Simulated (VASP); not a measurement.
The system is NaH.

```
CELL_PARAMETERS angstrom
0.00000 2.39751 2.39751
2.39751 0.00000 2.39751
2.39751 2.39751 0.00000
ATOMIC_POSITIONS crystal
Na 0.00000 0.00000 0.00000
H 0.50000 0.50000 0.50000
```

Program: VASP 6.6.1. Alike in all runs: potentials or basis VASP PAW PBE potentials, release 64 (Na_pv, H); no spin polarisation; cell as given; cutoff (eV) 520.

**Question.** Order these runs on this cell by their band gap on the k mesh, lowest first.
A. level PBE0; k mesh 6 × 6 × 6; smearing gaussian 0.01 eV; grid for exact exchange (PRECFOCK) Normal; share of exact exchange 0.25
B. level HSE06; k mesh 6 × 6 × 6; smearing gaussian 0.01 eV; grid for exact exchange (PRECFOCK) Normal; share of exact exchange 0.25; screening parameter 0.2079 1/Å
C. level r2SCAN; k mesh 8 × 8 × 8; smearing gaussian 0.01 eV
D. level PBE; k mesh 10 × 10 × 10; smearing fermi-dirac 0.02 eV

**Answer.** D (3.82 eV), C (4.41 eV), B (4.89 eV), A (5.63 eV).

A k mesh can miss the band edges.
